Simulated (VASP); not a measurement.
Here is a VASP 6.6.1 calculation.

Contents of INCAR:

```
SYSTEM = Nb2PdSe5
PREC = Accurate ; ENCUT = 500
EDIFF = 1E-7 ; ISMEAR = 0
SIGMA = 0.1 ; LREAL = .FALSE.
LASPH = .TRUE. ; NELM = 120
ALGO = Normal ; ISIF = 3
LWAVE = .FALSE. ; LCHARG = .FALSE.
GGA = PE ; IBRION = 2
NSW = 90 ; EDIFFG = -0.04
GGA_COMPAT = .FALSE. ; NELMIN = 4
```

KPOINTS

```
regular mesh
0
G
  3 3 4
  0 0 0
```

The input POSCAR:

```
Nb2PdSe5
1.0
    6.2329185166      0.0000000000      0.0000000000
   -3.1164592583      5.3978657751      0.0000000000
    0.0000000000      0.0000000000      6.7596018270
Nb Pd Se
2 1 5
Direct
    0.3333333333      0.6666666667      0.7444745754
    0.6666666667      0.3333333333      0.7444745754
    0.0000000000      0.0000000000      0.7322941094
    0.3333333333      0.6666666667      0.4082534746
    0.6666666667      0.3333333333      0.4082534746
    0.3255211300      0.0000000000      0.9463233069
    0.0000000000      0.3255211300      0.9463233069
    0.6744788700      0.6744788700      0.9463233069
```

Potentials or basis: VASP PAW PBE potentials, release 64 (Nb_sv, Pd, Se).

The run is started by

```sh
$ cat potpaw_PBE.64/Nb_sv/POTCAR potpaw_PBE.64/Pd/POTCAR potpaw_PBE.64/Se/POTCAR > POTCAR
$ mpirun -np 1 vasp_std > vasp.out
```

Problem. Estimate the relaxed cell.

Solution. a = 6.873 Å, b = 6.873 Å, c = 6.890 Å, α = 90.00°, β = 90.00°, γ = 120.00°.

Problem. Predict the space group after relaxing (to 0.1 Å).

Solution. P31m (No. 157).

Step by step:
| step | energy change (eV) | largest force (eV/Å) | pressure (GPa) | volume (Å³) |
| --- | --- | --- | --- | --- |
| 1 | 0.0000 | 1.0590 | 2.44 | 227.42 |
| 2 | 0.0454 | 1.6553 | -2.14 | 241.98 |
| 3 | -0.0798 | 0.4607 | 0.24 | 233.54 |
| 4 | -0.1895 | 0.4674 | -0.17 | 239.70 |
| 5 | -0.3343 | 0.7766 | -1.33 | 258.18 |
| 6 | -0.3993 | 0.6770 | -0.93 | 259.34 |
| 7 | -0.4550 | 0.4676 | 0.02 | 262.47 |
| 8 | -0.4574 | 0.4990 | -0.11 | 262.00 |
| 9 | -0.4696 | 0.4119 | 0.01 | 261.55 |
| 10 | -0.4858 | 0.1614 | 0.35 | 260.38 |
| 11 | -0.4862 | 0.1060 | 0.42 | 260.15 |
| 12 | -0.4917 | 0.1664 | -0.02 | 262.44 |
| 13 | -0.4920 | 0.1963 | -0.15 | 263.15 |
| 14 | -0.4967 | 0.2103 | -0.13 | 263.99 |
| 15 | -0.5015 | 0.2909 | -0.06 | 265.72 |
| 16 | -0.5048 | 0.2676 | -0.06 | 266.10 |
| 17 | -0.5136 | 0.1989 | -0.04 | 267.26 |
| 18 | -0.5265 | 0.1080 | 0.00 | 269.57 |
| 19 | -0.5350 | 0.1710 | 0.08 | 274.14 |
| 20 | -0.5352 | 0.1358 | 0.07 | 273.42 |
| 21 | -0.5374 | 0.0809 | 0.14 | 275.01 |
| 22 | -0.5374 | 0.0843 | 0.16 | 275.29 |
| 23 | -0.5387 | 0.0816 | 0.02 | 276.66 |
| 24 | -0.5393 | 0.0905 | -0.14 | 278.39 |
| 25 | -0.5406 | 0.0707 | -0.09 | 279.14 |
| 26 | -0.5416 | 0.0862 | -0.01 | 280.28 |
| 27 | -0.5417 | 0.0970 | 0.03 | 280.75 |
| 28 | -0.5421 | 0.0694 | -0.01 | 281.30 |
| 29 | -0.5421 | 0.0522 | 0.00 | 281.19 |
| 30 | -0.5426 | 0.0433 | 0.03 | 281.51 |
| 31 | -0.5428 | 0.0380 | 0.07 | 281.83 |

Caveat: the volume moved by over 15 % at a fixed basis, so the end points are rough.
